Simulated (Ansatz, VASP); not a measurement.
**FeO in VASP and in Ansatz**

Contents of INCAR:

```
SYSTEM = FeO
PREC     = Accurate       ! precision mode
ENCUT    = 520            ! plane-wave cutoff, eV
EDIFF    = 1E-7           ! SCF threshold, eV
ISMEAR   = -1             ! smearing method
SIGMA    = 0.05           ! smearing width, eV
LREAL    = .FALSE.        ! projectors in reciprocal space
LASPH    = .TRUE.         ! aspherical terms in the spheres
NELM     = 150            ! most SCF steps
ALGO     = Normal         ! electronic algorithm
ISIF     = 2              ! what is computed and relaxed
LWAVE    = .FALSE.        ! write WAVECAR
LCHARG   = .TRUE.         ! write CHGCAR
ISPIN    = 2              ! spin polarisation
MAGMOM   = 3 0            ! initial moments
LORBIT   = 11             ! projections on sites
LMAXMIX  = 4              ! l up to which the mixer works
GGA      = PE             ! functional
IVDW     = 13             ! dispersion correction
LELF     = .TRUE.         ! ELF
LVHAR    = .TRUE.       
NBANDS   = 18             ! bands
```

Contents of KPOINTS:

```
regular mesh
0
G
  11 11 11
  0 0 0
```

POSCAR

```
FeO
1.0
    0.0000000000      2.1837637790      2.1837637790
    2.1837637790      0.0000000000      2.1837637790
    2.1837637790      2.1837637790      0.0000000000
Fe O
1 1
Direct
    0.0000000000      0.0000000000      0.0000000000
    0.5000000000      0.5000000000      0.5000000000
```

input.yaml

```yaml
crystal:
  lattice:
    - [0.0, 2.183763779, 2.183763779]
    - [2.183763779, 0.0, 2.183763779]
    - [2.183763779, 2.183763779, 0.0]
  atoms:
    - { symbol: Fe, position: [0.0, 0.0, 0.0], spin: 3.0 }
    - { symbol: O, position: [0.5, 0.5, 0.5] }
hamiltonian:
  xc: pbe
  pseudopotentials: { kind: paw }
  dispersion: d4
magnetization:
  spin_polarized: true
kpoints:
  mp_grid: { grid: [11, 11, 11] }
scf:
  occupations: { method: fermi_dirac, width: 0.05 }
output:
  forces: true
  stress: true
  eigenvalues: true
  write_density: true
  write_potential: true
  elf: true
  volumetric_format: npy
```

Alike in both runs: task single point; functional PBE; dispersion D4; k mesh 11 × 11 × 11; occupations fermi-dirac, width 0.05 eV; collinear spin.

|  | VASP | Ansatz |
| --- | --- | --- |
| version | VASP 6.6.1 | Ansatz 0.2.0 |
| potentials or method | VASP PAW PBE potentials, release 64 (Fe, O) | Ansatz PAW |
| plane-wave cutoff (eV) | 520 | 420 |
| valence electrons in the cell | 14 | 22 |

Ansatz gave:

```
gap on the k mesh at the Fermi level (eV)                     : none
pressure (GPa)                                                : -10.8
net moment per atom (μB)                                      : 2.00
size of the moment on the site where the two differ most (μB) : 3.47
```

Which values does VASP return?

gap on the k mesh at the Fermi level (eV): none; pressure (GPa): -10.8; net moment per atom (μB): 2.00; size of the moment on the site where the two differ most (μB): 3.62.

Site moments also hang on the region over which each program counts them. A gap of «none» marks a metal or a gap that the smearing closes. VASP's potentials hold 14 valence electrons a cell and Ansatz's 22, so a difference there can come from the potentials and not from the codes.
